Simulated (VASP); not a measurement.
# TaN (Fm-3m) in VASP: further runs

TaN is run at these levels: PBE+D3(BJ), BLYP, LDA; tasks: single point, relaxation of cell and atoms.

Program: VASP 6.6.1. These are calculated values, not measurements. Logs are shortened: lines on timing, memory, paths and dates and some standing lists are left out, and cuts for length are marked.

## (1) The cell of the first run

The structure is cubic, space group Fm-3m (No. 225). The conventional cell has a = 4.385 Å, b = 4.385 Å, c = 4.385 Å, α = 90.00°, β = 90.00°, γ = 90.00°. Ta (site symmetry m-3m) has 6 N at 2.19 Å within 2.9 Å. N (site symmetry m-3m) has 6 Ta at 2.19 Å within 2.9 Å.

## (2) Single point, PBE+D3(BJ)

File INCAR:

```
SYSTEM = TaN
PREC = Accurate
ENCUT = 520
EDIFF = 1E-6
ISMEAR = -1
SIGMA = 0.05
LREAL = .False.
LASPH = .True.
NELM = 60
ALGO = Normal
ISIF = 2
LWAVE = .False.
LCHARG = .False.
GGA = PE
IVDW = 12
NBANDS = 15
```

File KPOINTS:

```
Automatic mesh
0
Gamma
  10 10 10
  0 0 0
```

File POSCAR:

```
TaN
1.0
    0.0000000000      2.1924698631      2.1924698631
    2.1924698631      0.0000000000      2.1924698631
    2.1924698631      2.1924698631      0.0000000000
Ta N
1 1
Direct
    0.5000000000      0.5000000000      0.5000000000
    0.0000000000      0.0000000000      0.0000000000
```

Potentials or basis: VASP PAW PBE potentials, release 64 (Ta_pv, N).

Launch:

```
> cat potpaw_PBE.64/Ta_pv/POTCAR potpaw_PBE.64/N/POTCAR > POTCAR
> mpirun -np 1 vasp_std > vasp.out
```

OUTCAR:

```text
SYSTEM = TaN
   PREC = Accurate
   ENCUT = 520
   EDIFF = 1E-6
   ISMEAR = -1
   LREAL = .False.
   LASPH = .True.
   NELM = 60
   ISIF = 2
   GGA = PE
   IVDW = 12
 IVDW          = 12

 ion  position               nearest neighbor table
   1  0.500  0.500  0.500-   2 2.19   2 2.19   2 2.19   2 2.19   2 2.19   2 2.19
   2  0.000  0.000  0.000-   1 2.19   1 2.19   1 2.19   1 2.19   1 2.19   1 2.19

  LATTYP: Found a face centered cubic cell.
 ALAT       =     4.3849397262

  Lattice vectors:

 A1 = (   0.0000000000,   2.1924698631,   2.1924698631)
 A2 = (   2.1924698631,   0.0000000000,   2.1924698631)
 A3 = (   2.1924698631,   2.1924698631,   0.0000000000)

Analysis of symmetry for initial positions (statically):
=====================================================================
 Subroutine PRICEL returns:
 Original cell was already a primitive cell.

 Routine SETGRP: Setting up the symmetry group for a
 face centered cubic supercell.

 Subroutine GETGRP returns: Found 48 space group operations
 (whereof 48 operations were pure point group operations)
 out of a pool of 48 trial point group operations.

The static configuration has the point symmetry O_h .

Analysis of symmetry for dynamics (positions and initial velocities):
=====================================================================
 Subroutine PRICEL returns:
 Original cell was already a primitive cell.

 Routine SETGRP: Setting up the symmetry group for a
 face centered cubic supercell.

 Subroutine GETGRP returns: Found 48 space group operations
 (whereof 48 operations were pure point group operations)
 out of a pool of 48 trial point group operations.

The dynamic configuration has the point symmetry O_h .

 Subroutine INISYM returns: Found 48 space group operations
 (whereof 48 operations are pure point group operations),
 and found     1 'primitive' translations

----------------------------------------------------------------------------------------

                                     Primitive cell

  volume of cell :      21.0781

  direct lattice vectors                    reciprocal lattice vectors
     0.000000000  2.192469863  2.192469863    -0.228053306  0.228053306  0.228053306
     2.192469863  0.000000000  2.192469863     0.228053306 -0.228053306  0.228053306
     2.192469863  2.192469863  0.000000000     0.228053306  0.228053306 -0.228053306

  length of vectors
     3.100620615  3.100620615  3.100620615     0.394999912  0.394999912  0.394999912

  position of ions in fractional coordinates (direct lattice)
     0.500000000  0.500000000  0.500000000
     0.000000000  0.000000000  0.000000000

  ion indices of the primitive-cell ions
   primitive index   ion index
                 1           1
                 2           2

----------------------------------------------------------------------------------------

 KPOINTS: Automatic mesh

Automatic generation of k-mesh.
 Grid dimensions read from file:
 generate k-points for:   10   10   10

 Generating k-lattice:

  Cartesian coordinates                     Fractional coordinates (reciprocal lattice)
    -0.022805331  0.022805331  0.022805331     0.100000000  0.000000000  0.000000000
     0.022805331 -0.022805331  0.022805331     0.000000000  0.100000000  0.000000000
     0.022805331  0.022805331 -0.022805331     0.000000000  0.000000000  0.100000000

  Length of vectors
     0.039499991  0.039499991  0.039499991

  Shift w.r.t. Gamma in fractional coordinates (k-lattice)
     0.000000000  0.000000000  0.000000000

 Subroutine IBZKPT returns following result:
 ===========================================

 Found     47 irreducible k-points:

 Following reciprocal coordinates:
            Coordinates               Weight
  0.000000  0.000000  0.000000      1.000000
  0.100000  0.000000  0.000000      8.000000
  0.200000  0.000000  0.000000      8.000000
  0.300000  0.000000  0.000000      8.000000
  0.400000  0.000000  0.000000      8.000000
  0.500000  0.000000  0.000000      4.000000
[... 16 lines left out ...]
  0.300000  0.300000  0.000000      6.000000
  0.400000  0.300000  0.000000     24.000000
 [... further k-points ...]
   k-points           NKPTS =     47   k-points in BZ     NKDIM =     47   number of bands    NBANDS=     15
   number of dos      NEDOS =    301   number of ions     NIONS =      2
   total plane-waves  NPLWV =  13824
   dimension x,y,z NGX =    24 NGY =   24 NGZ =   24
   dimension x,y,z NGXF=    48 NGYF=   48 NGZF=   48
   ions per type =               1   1
   NGX,Y,Z   is equivalent  to a cutoff of  12.87, 12.87, 12.87 a.u.
   NGXF,Y,Z  is equivalent  to a cutoff of  25.74, 25.74, 25.74 a.u.
 SYSTEM =  TaN
   PREC   = accura    normal or accurate (medium, high low for compatibility)
   ISTART =      0    job   : 0-new  1-cont  2-samecut
   ICHARG =      2    charge: 1-file 2-atom 10-const
   ISPIN  =      1    spin polarized calculation?
   LNONCOLLINEAR =      F non collinear calculations
   LSORBIT =      F    spin-orbit coupling
   LASPH  =      T    aspherical Exc in radial PAW
   ENCUT  =  520.0 eV  38.22 Ry    6.18 a.u.   5.77  5.77  5.77*2*pi/ulx,y,z
   NELM   =     60;   NELMIN=  2; NELMDL= -5     # of ELM steps
   EDIFF  = 0.1E-05   stopping-criterion for ELM
   LREAL  =      F    real-space projection
   EDIFFG = 0.1E-04   stopping-criterion for IOM
   NSW    =      0    number of steps for IOM
   IBRION =     -1    ionic relax: 0-MD 1-quasi-New 2-CG
   NFREE  =      0    steps in history (QN), initial steepest desc. (CG)
   ISIF   =      2    stress and relaxation
   ISYM   =      2    0-nonsym 1-usesym 2-fastsym
   POTIM  = 0.5000    time-step for ionic-motion
   TEBEG  =    0.0;   TEEND  =   0.0 temperature during run
   PSTRESS=    0.0 pullay stress
   NELECT =      16.0000    total number of electrons
   NUPDOWN=      -1.0000    fix difference up-down
   EMIN   =  10.00;   EMAX   =-10.00  energy-range for DOS
   EFERMI =   0.00;   METHOD = LEGACY
   ISMEAR =    -1;   SIGMA  =   0.05  broadening in eV -4-tet -1-fermi 0-gaus
   EFERMI_NEDOS =   21; number of points for ismear=-14 and -15
   IALGO  =     38    algorithm
   IMIX   =      4    mixing-type and parameters
     AMIX     =   0.40;   BMIX     =  1.00
     AMIX_MAG =   1.60;   BMIX_MAG =  1.00
  volume/ion in A,a.u.               =      10.54        71.12
  Fermi-wavevector in a.u.,A,eV,Ry     =   1.493383  2.822085 30.343614  2.230193
  Thomas-Fermi vector in A             =   2.605790
   LORBIT       =      0    0 simple, 1 ext, 2 COOP (PROOUT), +10 PAW based schemes
   GGA     = PE    functional components
   LHFCALC =     F    Hartree Fock is set to
   AEXX    =    0.0000 exact exchange contribution
   IVDW    =    12    specifies the selected vdW correction
   LEPSILON=     F    determine dielectric tensor
   LRPA    =     F    only Hartree local field effects (RPA)
 non-spin polarized calculation
  energy-cutoff  :      520.00
  volume of cell :       21.08
 maximum number of plane-waves:       588
   NGX = 11   NGY = 11   NGZ = 11

 number of electron      16.0000002 magnetization

 Free energy of the ion-electron system (eV)
  ---------------------------------------------------
  ext. energy  EPLUGINS =         0.00000000
  ---------------------------------------------------
  free energy    TOTEN  =       -21.82874959 eV

  energy without entropy =      -21.82300816  energy(sigma->0) =      -21.82587888

 E-fermi :   9.6728     XC(G=0): -13.4871

 val. band max:        9.5750311796   @ k =  -0.2000   0.2000   0.0000
 cond. band min:       9.7068143965   @ k =   0.0000   0.0000   0.0000
 fundamental gap:      0.1317832169
 Fermi energy:         9.6728120672

 k-point     1 :       0.0000    0.0000    0.0000
  band No.  band energies     occupation
      1     -26.1270      2.00000
      2     -26.1270      2.00000
      3     -26.1270      2.00000
      4      -9.2824      2.00000
      5       5.8045      2.00000
      6       5.8045      2.00000
      7       5.8045      2.00000
      8       7.5113      2.00000
      9       7.5113      2.00000
     10       7.5113      2.00000
     11       9.7068      0.67250
     12       9.7068      0.67249
     13      11.2446      0.00000
     14      19.0544      0.00000
     15      22.0099      0.00000

 k-point     2 :       0.1000    0.0000    0.0000
  band No.  band energies     occupation
      1     -26.2177      2.00000
      2     -26.1353      2.00000
      3     -26.1353      2.00000
      4      -9.0385      2.00000
      5       4.6893      2.00000
      6       5.0475      2.00000
      7       5.0475      2.00000
      8       7.8745      2.00000
      9       7.8745      2.00000
     10       7.9498      2.00000
     11      10.6387      0.00000
     12      10.6387      0.00000
     13      11.9448      0.00000
     14      19.7955      0.00000
     15      22.0095      0.00000

 k-point     3 :       0.2000    0.0000    0.0000
  band No.  band energies     occupation
      1     -26.4475      2.00000
      2     -26.1567      2.00000
      3     -26.1567      2.00000
      4      -8.3736      2.00000
      5       2.8433      2.00000
      6       3.8422      2.00000
      7       3.8422      2.00000
      8       8.5053      2.00000
      9       8.6982      2.00000
     10       8.6982      2.00000
     11      12.5535      0.00000
     12      12.5535      0.00000
     13      13.4035      0.00000
     14      21.5094      0.00000
     15      22.0095      0.00000
[... 343 lines left out ...]
 k-point    23 :       0.3000    0.3000    0.0000
  band No.  band energies     occupation
      1     -26.6489      2.00000
      2     -26.3191      2.00000
      3     -26.3191      2.00000
      4      -7.8433      2.00000
      5       1.4276      2.00000
      6       4.7267      2.00000
      7       4.7267      2.00000
      8       5.0226      2.00000
      9      10.9700      0.00000
     10      12.0968      0.00000
     11      12.0968      0.00000
     12      12.6537      0.00000
     13      18.0484      0.00000
     14      21.9851      0.00000
     15      22.8066      0.00000

 k-point    24 :       0.4000    0.3000    0.0000
  band No.  band energies     occupation
      1     -26.7529      2.00000
      2     -26.3762      2.00000
      3     -26.3497      2.00000
      4      -7.7081      2.00000
      5       1.6560      2.00000
      6       3.7125      2.00000
      7       4.4121      2.00000
      8       5.7400      2.00000
      9      11.8471      0.00000
     10      12.6083      0.00000
     11      12.6889      0.00000
     12      13.6141      0.00000
     13      18.1398      0.00000
     14      20.4361      0.00000
     15      22.0245      0.00000

 [... further k-points ...]

------------------------ aborting loop because EDIFF is reached ----------------------------------------

 Edisp (eV)   -0.95343

 E8    (eV) :    -0.4409

  FORCE on cell =-STRESS in cart. coord.  units (eV):
  Direction    XX          YY          ZZ          XY          YZ          ZX
  --------------------------------------------------------------------------------------
  -------------------------------------------------------------------------------------
  Total       0.10376     0.10376     0.10376     0.00000     0.00000     0.00000
  in kB       7.88678     7.88678     7.88678     0.00000     0.00000     0.00000
  external pressure =        7.89 kB  Pullay stress =        0.00 kB

 VOLUME and BASIS-vectors are now :
 -----------------------------------------------------------------------------
  energy-cutoff  :      520.00
  volume of cell :       21.08
      direct lattice vectors                 reciprocal lattice vectors
     0.000000000  2.192469863  2.192469863    -0.228053306  0.228053306  0.228053306
     2.192469863  0.000000000  2.192469863     0.228053306 -0.228053306  0.228053306
     2.192469863  2.192469863  0.000000000     0.228053306  0.228053306 -0.228053306

 POSITION                                       TOTAL-FORCE (eV/Angst)
 -----------------------------------------------------------------------------------
      2.19247      2.19247      2.19247        -0.000000     -0.000000      0.000000
      0.00000      0.00000      0.00000         0.000000      0.000000     -0.000000
 -----------------------------------------------------------------------------------
    total drift:                                0.000000     -0.000000     -0.000000

  FREE ENERGIE OF THE ION-ELECTRON SYSTEM (eV)
  ---------------------------------------------------
  free  energy   TOTEN  =       -22.7821810398 eV

  energy  without entropy=      -22.7764396058  energy(sigma->0) =      -22.77931032
```

Run time: 15 s. Hardware: 1 thread of Intel Xeon 8259CL, shared host; peak memory 0.16 GiB.

Results:

```
Free energy                : -22.7822 eV
Pressure                   : 0.8 GPa
Band gap on the k mesh     : zero (bands 8 and 9 overlap by 4.06 eV)
Dispersion energy per atom : -0.477 eV
```

Caveat: spin-orbit coupling is left out, which moves the levels of the heavy elements.

## (3) Single point, BLYP

This run uses another cell than the first one, of 11.17 Å³/atom.

File INCAR:

```
SYSTEM = TaN
PREC = Accurate ; ENCUT = 520
EDIFF = 1E-6 ; ISMEAR = -1
SIGMA = 0.05 ; LREAL = .FALSE.
LASPH = .TRUE. ; NELM = 100
ALGO = Normal ; ISIF = 2
LWAVE = .FALSE. ; LCHARG = .TRUE.
GGA = B5 ; ALDAX = 1.0
AGGAX = 1.0 ; AGGAC = 1.0
ALDAC = 0.0 ; LELF = .TRUE.
LVHAR = .TRUE. ; NBANDS = 15
```

File KPOINTS:

```
regular mesh
0
G
  10 10 10
  0 0 0
```

File POSCAR:

```
TaN
1.0
    0.0000000000      2.2353852274      2.2353852274
    2.2353852274      0.0000000000      2.2353852274
    2.2353852274      2.2353852274      0.0000000000
Ta N
1 1
Direct
    0.5000000000      0.5000000000      0.5000000000
    0.0000000000      0.0000000000      0.0000000000
```

Potentials or basis: VASP PAW PBE potentials, release 64 (Ta_pv, N).

Launch:

```
> cat potpaw_PBE.64/Ta_pv/POTCAR potpaw_PBE.64/N/POTCAR > POTCAR
> mpirun -np 1 vasp_std > vasp.out
```

Run time: 28 s. Hardware: 1 thread of Intel Xeon 8259CL, shared host; peak memory 0.15 GiB.

It converged, with:

- Free energy: -19.8578 eV
- Pressure: 1.6 GPa
- Band gap on the k mesh: zero (bands 8 and 9 overlap by 3.63 eV)

Levels at points of the mesh, in eV from the Fermi level:
```
           k point  band 6  band 7  band 8  band 9  band 10  band 11
(0.00, 0.00, 0.00)   -3.71   -3.71   -1.99   -1.99    -1.99     0.02
(0.50, 0.00, 0.00)   -7.22   -7.22    1.64    1.64     1.77     4.07
(0.50, 0.50, 0.00)   -5.03   -4.49   -4.49    1.89     3.11     3.11
```

Caveat: the PAW data sets were made with another functional, which shifts forces and pressure a little; spin-orbit coupling is left out, which moves the levels of the heavy elements.

[end of part 1 of 3]
